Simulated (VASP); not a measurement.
# Mg2BeSeO2 (P-4m2) in VASP: a series of runs, part 3 of 3

VASP 6.6.1. The steps go on from the part before.

## Step 4: Relaxation of cell and atoms, PBE, collinear spin, ferromagnetic start

This run uses another cell than the first one, of 15.73 Å³/atom, 1.030 times its volume.

The input, INCAR:

```
  PREC = Accurate
  ENCUT = 600
  EDIFF = 1E-7
  ISMEAR = 0
  SIGMA = 0.1
  LREAL = False
  LASPH = True
  NELM = 150
  ALGO = Normal
  ISIF = 3
  LWAVE = False
  LCHARG = False
  ISPIN = 2
  MAGMOM = 0 0 0 0 1 1
  LORBIT = 11
  GGA = PE
  IBRION = 2
  NSW = 90
  EDIFFG = -0.04
```

The input, KPOINTS:

```
Automatic mesh
0
Gamma
  4 4 4
```

The input, POSCAR:

```
Mg2BeSeO2
1.0
    3.8386851800      0.0000000000      0.0000000000
    0.0000000000      3.8386851800      0.0000000000
    0.0000000000      0.0000000000      6.4066854700
Mg Be Se O
2 1 1 2
Direct
    0.5000000000      0.0000000000      0.8291289800
    0.0000000000      0.5000000000      0.1708710200
    0.5000000000      0.5000000000      0.0000000000
    0.0000000000      0.0000000000      0.0000000000
    0.5000000000      0.0000000000      0.3182089900
    0.0000000000      0.5000000000      0.6817910100
```

Potentials or basis: VASP PAW PBE potentials, release 64 (Mg, Be, Se, O).

Run with:

```console
$ cat potpaw_PBE.64/Mg/POTCAR potpaw_PBE.64/Be/POTCAR potpaw_PBE.64/Se/POTCAR potpaw_PBE.64/O/POTCAR > POTCAR
$ mpirun -np 1 vasp_std > vasp.out
```

OUTCAR:

```text
PREC = Accurate
   ENCUT = 600
   EDIFF = 1E-7
   ISMEAR = 0
   LREAL = False
   LASPH = True
   NELM = 150
   ISIF = 3
   ISPIN = 2
   LORBIT = 11
   GGA = PE
   IBRION = 2
   NSW = 90
   EDIFFG = -0.04

 ion  position               nearest neighbor table
   1  0.500  0.000  0.829-   3 2.21   4 2.21   3 2.21   4 2.21   2 3.49   2 3.49   2 3.49   2 3.49

   2  0.000  0.500  0.171-   3 2.21   4 2.21   4 2.21   3 2.21   1 3.49   1 3.49   1 3.49   1 3.49

   3  0.500  0.500  0.000-   1 2.21   2 2.21   1 2.21   2 2.21
   4  0.000  0.000  0.000-   1 2.21   2 2.21   2 2.21   1 2.21
   5  0.500  0.000  0.318-
   6  0.000  0.500  0.682-

  LATTYP: Found a simple tetragonal cell.
 ALAT       =     3.8386851800
 C/A-ratio  =     1.6689791347

  Lattice vectors:

 A1 = (   3.8386851800,   0.0000000000,   0.0000000000)
 A2 = (   0.0000000000,   3.8386851800,   0.0000000000)
 A3 = (   0.0000000000,   0.0000000000,   6.4066854700)

Analysis of symmetry for initial positions (statically):
=====================================================================
 Subroutine PRICEL returns:
 Original cell was already a primitive cell.

 Routine SETGRP: Setting up the symmetry group for a
 simple tetragonal supercell.
[... 192 lines left out ...]
  Total       11.8933620     11.8933620      8.2062546      0.0000000      0.0000000     -0.0000000
  in kB      201.8444566    201.8444566    139.2698720      0.0000000      0.0000000     -0.0000000
  external PRESSURE =     180.9862617 kB  Pullay stress =       0.0000000 kB
[... 1560 lines left out ...]
      4      -2.7746      1.00000
      5      -2.7746      1.00000
      6      -0.3399      1.00000
[... 9 lines left out ...]
     16       9.5045      0.00000
     17      14.7936      0.00000

[... ionic steps 4 to 14 ...]

--------------------------------------- Ionic step       15  -------------------------------------------

 number of electron      23.9999994 magnetization      -0.0000010

------------------------ aborting loop because EDIFF is reached ----------------------------------------
[... 79 lines left out ...]
 number of electron      23.9999990 magnetization      -0.0000012

 number of electron      23.9999990 magnetization       0.0000015

 Free energy of the ion-electron system (eV)
  ---------------------------------------------------
  ext. energy  EPLUGINS =         0.00000000
  ---------------------------------------------------
  free energy    TOTEN  =       -29.37175468 eV

  energy without entropy =      -29.36470231  energy(sigma->0) =      -29.36822849

 E-fermi :   3.9445     XC(G=0):  -9.7111

 val. band max:        3.9445273622   @ k =   0.5000   0.0000   0.2500
 cond. band min:       3.9445317786   @ k =   0.5000   0.0000   0.2500
 fundamental gap:      0.0000044163
 Fermi energy:         3.9445295916
[... 756 lines left out ...]
  FREE ENERGIE OF THE ION-ELECTRON SYSTEM (eV)
  ---------------------------------------------------
  free  energy   TOTEN  =       -29.3717546788 eV

  energy  without entropy=      -29.3647023086  energy(sigma->0) =      -29.36822849

 reached required accuracy - stopping structural energy minimisation

 total charge

# of ion       s       p       d       tot
------------------------------------------
    1        0.138   0.144   0.058   0.340
    2        0.138   0.144   0.058   0.340
    3        0.411   0.586   0.000   0.997
    4        1.446   2.559   0.048   4.053
    5        1.549   3.478   0.000   5.027
    6        1.549   3.478   0.000   5.027
--------------------------------------------------
tot          5.232  10.390   0.164  15.785

 magnetization (x)

# of ion       s       p       d       tot
------------------------------------------
    1        0.000   0.000   0.000   0.000
    2        0.000   0.000   0.000   0.000
    3       -0.000   0.000   0.000   0.000
    4        0.000  -0.000   0.000  -0.000
    5       -0.000  -0.000   0.000  -0.000
    6       -0.000  -0.000   0.000  -0.000
--------------------------------------------------
tot         -0.000   0.000   0.000   0.000
```

OSZICAR:

```text
N       E                     dE             d eps       ncg     rms          rms(c)
DAV:   1     0.124467355920E+03    0.12447E+03   -0.11714E+04  1224   0.136E+03
[... 210 lines left out ...]
DAV:   2    -0.293721825546E+02    0.54945E-02   -0.40189E-02  1294   0.136E+00    0.103E-01
DAV:   3    -0.293718615536E+02    0.32100E-03   -0.10028E-03  1554   0.252E-01    0.473E-02
DAV:   4    -0.293717620286E+02    0.99525E-04   -0.38588E-04  1497   0.137E-01    0.283E-02
DAV:   5    -0.293717586736E+02    0.33550E-05   -0.76010E-05  1482   0.580E-02    0.135E-02
DAV:   6    -0.293717551198E+02    0.35538E-05   -0.99218E-06  1548   0.214E-02    0.400E-03
DAV:   7    -0.293717546957E+02    0.42411E-06   -0.25008E-06  1493   0.103E-02    0.125E-03
DAV:   8    -0.293717546788E+02    0.16861E-07   -0.19718E-07  1278   0.313E-03
  17 F= -.29371755E+02 E0= -.29368228E+02  d E =-.213409E-02  mag=    -0.0000
```

CONTCAR:

```text
Mg2BeSeO2
   1.00000000000000
     3.0771636663800415    0.0000000000000000    0.0000000000000000
    -0.0000000000000000    3.0771636663800415   -0.0000000000000000
     0.0000000000000000    0.0000000000000000    8.5204831444647997
  Mg              Be              Se              O
     2     1     1     2
Direct
     0.5000000000000000    0.0000000000000000    0.6187960312904239
     0.0000000000000000    0.5000000000000000    0.3812039687095761
     0.5000000000000000    0.5000000000000000    0.0000000000000000
     0.0000000000000000    0.0000000000000000    0.0000000000000000
     0.5000000000000000    0.0000000000000000    0.3749084120115322
     0.0000000000000000    0.5000000000000000    0.6250915879884676

  0.00000000E+00  0.00000000E+00  0.00000000E+00
  0.00000000E+00  0.00000000E+00  0.00000000E+00
  0.00000000E+00  0.00000000E+00  0.00000000E+00
  0.00000000E+00  0.00000000E+00  0.00000000E+00
  0.00000000E+00  0.00000000E+00  0.00000000E+00
  0.00000000E+00  0.00000000E+00  0.00000000E+00
```

Wall time 8.3 min (1 thread of Intel Xeon 6975P-C (Granite Rapids), shared host); peak memory 0.32 GiB.

Results:

| Quantity | Value |
| --- | --- |
| Free energy | -29.3718 eV |
| Relaxed volume | 13.45 Å³/atom |
| Relaxed cell | a = 3.077 Å, b = 3.077 Å, c = 8.520 Å, α = 90.00°, β = 90.00°, γ = 90.00° |
| Space group after relaxing (to 0.05 Å) | P-4m2 (No. 115) |
| Energy gained by relaxing | 2438.2 meV/atom |
| Ionic steps | 17 |
| Pressure after relaxing | -0.2 GPa |
| Largest force after relaxing | 0.039 eV/Å |
| Band gap on the k mesh | zero (filled and empty bands overlap) |
| Net moment | 0.00 μB per cell |
| Valence electrons inside the program's atomic spheres | Mg 0.34; Be 1.00; Se 4.05; O 5.03 |

Forces in eV/Å, atoms in the order of the input:
```
Mg   0.000  0.000  0.022
Mg   0.000  0.000 -0.022
Be   0.000  0.000  0.000
Se   0.000  0.000  0.000
O    0.000  0.000  0.039
O    0.000  0.000 -0.039
```

Stress tensor (GPa, compression positive):
```
-0.42  0.00  0.00
 0.00 -0.42  0.00
 0.00  0.00  0.33
```

The path:
```tsv
step	energy change (eV)	largest force (eV/Å)	pressure (GPa)	volume (Å³)
1	0.0000	7.6724	18.10	94.41
2	-3.7588	2.5308	-9.32	120.80
3	-3.7584	2.5384	-9.29	120.74
4	-5.8472	2.6485	-11.50	107.91
5	-10.6728	4.2145	-0.75	74.42
6	-11.9418	3.8353	11.07	67.28
7	-11.9957	3.4546	16.43	65.50
8	-13.6454	2.6293	13.66	68.40
9	-13.9626	2.4280	17.06	70.64
10	-14.5821	0.6419	-2.79	82.07
11	-14.6141	0.2652	0.28	79.55
12	-14.6140	0.2940	0.04	79.74
13	-14.6237	0.1834	0.11	79.87
14	-14.6272	0.0767	0.19	79.99
15	-14.6272	0.0832	0.20	80.00
16	-14.6282	0.0713	0.09	80.18
17	-14.6293	0.0388	-0.17	80.68
```

Final structure:
```xyz
6
Lattice="3.0772 0.0000 0.0000 0.0000 3.0772 0.0000 0.0000 0.0000 8.5205" Properties=species:S:1:pos:R:3 pbc="T T T"
Mg    1.5386    0.0000    5.2724
Mg    0.0000    1.5386    3.2480
Be    1.5386    1.5386    0.0000
Se    0.0000    0.0000    0.0000
O     1.5386    0.0000    3.1944
O     0.0000    1.5386    5.3261
```

Levels at points of the mesh, in eV from the Fermi level:
Spin up:
```
           k point  band 9  band 10  band 11  band 12  band 13  band 14  band 15  band 16
(0.00, 0.00, 0.00)   -2.27    -1.76    -1.61    -1.61     1.37     3.93     4.58     5.42
(0.50, 0.00, 0.00)   -2.11    -1.88    -1.86     0.00     0.38     3.48     4.78     5.64
(0.50, 0.50, 0.00)   -3.25    -2.22    -2.22    -1.24    -0.95     3.10     4.67     4.67
(0.00, 0.00, 0.50)   -2.31    -2.31    -1.59    -1.59     2.70     3.04     4.31     5.08
(0.50, 0.00, 0.50)   -1.88    -1.86    -1.69     0.00     0.61     3.48     4.75     5.19
(0.50, 0.50, 0.50)   -3.19    -2.22    -2.22    -1.37    -0.89     2.99     4.47     4.47
```
Spin down:
```
           k point  band 9  band 10  band 11  band 12  band 13  band 14  band 15  band 16
(0.00, 0.00, 0.00)   -2.27    -1.76    -1.61    -1.61     1.37     3.93     4.58     5.42
(0.50, 0.00, 0.00)   -2.11    -1.88    -1.86     0.00     0.38     3.48     4.78     5.64
(0.50, 0.50, 0.00)   -3.25    -2.22    -2.22    -1.24    -0.95     3.10     4.67     4.67
(0.00, 0.00, 0.50)   -2.31    -2.31    -1.59    -1.59     2.70     3.04     4.31     5.08
(0.50, 0.00, 0.50)   -1.88    -1.86    -1.69     0.00     0.61     3.48     4.75     5.19
(0.50, 0.50, 0.50)   -3.19    -2.22    -2.22    -1.37    -0.89     2.99     4.47     4.47
```

Caveat: the k points lie up to 0.51 Å⁻¹ apart in the final cell.

## Step 5: Relaxation of cell and atoms, PBE, collinear spin, ferromagnetic start

This run uses another cell than the first one, of 15.21 Å³/atom, 0.996 times its volume.

The input, INCAR:

```
ALGO = Normal
EDIFF = 1E-6
EDIFFG = -0.04
ENCUT = 600
GGA = PE
IBRION = 2
ISIF = 3
ISMEAR = 0
ISPIN = 2
LASPH = T
LCHARG = F
LORBIT = 11
LREAL = F
LWAVE = F
MAGMOM = 0 0 0 0 1 1
NELM = 150
NSW = 90
PREC = Accurate
SIGMA = 0.1
```

The input, KPOINTS:

```
k-points
0
Gamma
  6 6 2
```

The input, POSCAR:

```
Mg2BeSeO2
1.0
    3.0696536805      0.0000000000      0.0000000000
    0.0000000000      3.0696536805      0.0000000000
    0.0000000000      0.0000000000      9.6831771439
Mg Be Se O
2 1 1 2
Direct
    0.5000000000      0.0000000000      0.6052721631
    0.0000000000      0.5000000000      0.3947278369
    0.5000000000      0.5000000000      0.0000000000
    0.0000000000      1.0000000000      0.0000000000
    0.5000000000      0.0000000000      0.3888985768
    0.0000000000      0.5000000000      0.6111014232
```

Run with:

```console
$ cat potpaw_PBE.64/Mg/POTCAR potpaw_PBE.64/Be/POTCAR potpaw_PBE.64/Se/POTCAR potpaw_PBE.64/O/POTCAR > POTCAR
$ mpirun -np 1 vasp_std > vasp.out
```

It took 82 s on 1 thread of Intel Xeon 6975P-C (Granite Rapids), shared host; peak memory 0.33 GiB.

The run converged. Its results:

| Item | Value |
| --- | --- |
| Free energy | -29.5988 eV |
| Relaxed volume | 15.11 Å³/atom |
| Relaxed cell | a = 3.059 Å, b = 3.059 Å, c = 9.687 Å, α = 90.00°, β = 90.00°, γ = 90.00° |
| Space group after relaxing (to 0.05 Å) | P-4m2 (No. 115) |
| Energy gained by relaxing | 0.2 meV/atom |
| Ionic steps | 2 |
| Pressure after relaxing | 0.2 GPa |
| Largest force after relaxing | 0.018 eV/Å |
| Band gap on the k mesh | zero (filled and empty bands overlap) |
| Net moment | -0.03 μB per cell |
| Valence electrons inside the program's atomic spheres | Mg 0.34; Be 1.02; Se 4.06; O 5.02 |

Forces on the atoms (eV/Å):
```
Mg   0.000  0.000  0.012
Mg   0.000  0.000 -0.012
Be   0.000  0.000  0.000
Se   0.000  0.000  0.000
O    0.000  0.000 -0.018
O    0.000  0.000  0.018
```

Stress tensor (GPa, compression positive):
```
0.27 0.00 0.00
0.00 0.27 0.00
0.00 0.00 0.17
```

The path:
```tsv
step	energy change (eV)	largest force (eV/Å)	pressure (GPa)	volume (Å³)
1	0.0000	0.0286	-0.46	91.24
2	-0.0010	0.0184	0.24	90.66
```

Final structure:
```
Mg Be Se O
1.0
     3.05930    0.00000    0.00000
     0.00000    3.05930    0.00000
     0.00000    0.00000    9.68665
Mg Be Se O
2 1 1 2
Cartesian
  1.5297 3.0593 5.8618
  0.0000 1.5297 3.8249
  1.5297 1.5297 9.6867
  0.0000 3.0593 9.6867
  1.5297 3.0593 3.7657
  3.0593 1.5297 5.9209
```

Levels at points of the mesh, in eV from the Fermi level:
Spin up:
```csv
k point,band 9,band 10,band 11,band 12,band 13,band 14,band 15,band 16
"(0.00, 0.00, 0.00)",-2.16,-2.12,-1.49,-1.49,1.31,4.07,4.17,5.24
"(0.50, 0.00, 0.00)",-2.13,-1.74,-1.73,0.15,0.55,3.64,4.97,5.29
"(0.50, 0.50, 0.00)",-3.13,-2.08,-2.08,-1.22,-0.74,3.39,5.24,5.24
"(0.00, 0.00, 0.50)",-2.16,-2.16,-1.49,-1.49,2.44,2.45,4.39,5.21
"(0.50, 0.00, 0.50)",-1.98,-1.74,-1.74,0.15,0.63,3.64,4.84,5.08
"(0.50, 0.50, 0.50)",-3.12,-2.08,-2.08,-1.24,-0.73,3.36,5.12,5.12
```
Spin down:
| k point | band 9 | band 10 | band 11 | band 12 | band 13 | band 14 | band 15 | band 16 |
| --- | --- | --- | --- | --- | --- | --- | --- | --- |
| (0.00, 0.00, 0.00) | -2.16 | -2.12 | -1.49 | -1.49 | 1.30 | 4.02 | 4.17 | 5.23 |
| (0.50, 0.00, 0.00) | -2.13 | -1.74 | -1.73 | 0.15 | 0.50 | 3.59 | 4.94 | 5.29 |
| (0.50, 0.50, 0.00) | -3.13 | -2.08 | -2.08 | -1.21 | -0.81 | 3.31 | 5.23 | 5.23 |
| (0.00, 0.00, 0.50) | -2.16 | -2.16 | -1.49 | -1.49 | 2.43 | 2.45 | 4.35 | 5.21 |
| (0.50, 0.00, 0.50) | -1.98 | -1.74 | -1.74 | 0.15 | 0.57 | 3.59 | 4.83 | 5.07 |
| (0.50, 0.50, 0.50) | -3.12 | -2.08 | -2.08 | -1.23 | -0.81 | 3.28 | 5.12 | 5.12 |

## Step 6: Overview

| task | spin | cell | k mesh | cutoff (eV) | gap on the mesh (eV) | pressure (GPa) | moment (μB) | relaxed volume (Å³/atom) | largest force (eV/Å) |
| --- | --- | --- | --- | --- | --- | --- | --- | --- | --- |
| single point | collinear, ferromagnetic start | a = 3.067, b = 3.067, c = 9.740 Å, 6 atoms | 6 × 6 × 2 | 520 | none | -0.2 | 0.03 | - | 0.01 |
| relaxation of cell and atoms | off | relaxed from a = 3.067, b = 3.067, c = 9.740 Å, 6 atoms | 12 × 12 × 4 | 600 | none | 0.0 | - | 15.24 | 0.01 |
| relaxation of cell and atoms | collinear, ferromagnetic start | relaxed from a = 3.839, b = 3.839, c = 6.407 Å, 6 atoms | 4 × 4 × 4 | 600 | none | -0.2 | 0.00 | 13.45 | 0.04 |
| relaxation of cell and atoms | collinear, ferromagnetic start | relaxed from a = 3.070, b = 3.070, c = 9.683 Å, 6 atoms | 6 × 6 × 2 | 600 | none | 0.2 | 0.03 | 15.11 | 0.02 |

Alike in all rows: level PBE; potentials or basis VASP PAW PBE potentials, release 64 (Mg, Be, Se, O); smearing gaussian 0.1 eV.

Caveats: some runs use coarse meshes.

Absolute energies hang on the potentials; compare differences alone.
